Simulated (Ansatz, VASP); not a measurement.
Si in VASP and in Ansatz

```xyz
8
Lattice="-3.8017 0.0000 0.0000 -1.9008 -3.2924 0.0000 -0.4752 -0.8231 12.5774" Properties=species:S:1:pos:R:3 pbc="T T T"
Si   -1.9008   -1.0975   11.4016
Si   -1.9008   -1.0975    5.1129
Si   -3.8017   -2.1949    1.9686
Si   -3.8017   -2.1949    8.2573
Si   -1.9008   -1.0975    1.1758
Si   -1.9008   -1.0975    7.4645
Si   -3.8017   -2.1949    4.3201
Si   -3.8017   -2.1949   10.6088
```

Alike in both runs: task single point; functional LDA; k mesh 10 × 10 × 3; occupations gaussian, width 0.03 eV; no spin polarisation.

|  | VASP | Ansatz |
| --- | --- | --- |
| version | VASP 6.6.1 | Ansatz 0.2.0 |
| potentials or method | VASP PAW LDA potentials, release 64 (Si), cutoff 520 eV | scalar-relativistic, plane waves, PAW |
| valence electrons in the cell | 32 | 32 |

```csv
,VASP,Ansatz,Ansatz less VASP
gap on the k mesh at the Fermi level (eV),0.15,0.15,0.000
least direct gap on the mesh (eV),1.15,1.14,-0.007
pressure (GPa),-0.6,-0.7,-0.06
"traceless stress, the component that is largest in VASP (GPa)",3.02,3.02,-0.005
rms of the force components (eV/Å),0.347,0.347,+0.0002
```

Ansatz warns that its potentials were made for another functional, while VASP's fit it. LDA's correlation is that of Perdew and Zunger in VASP and of Perdew and Wang (1992) in Ansatz. Atom by atom the forces differ by 0.001 eV/Å (rms over components).
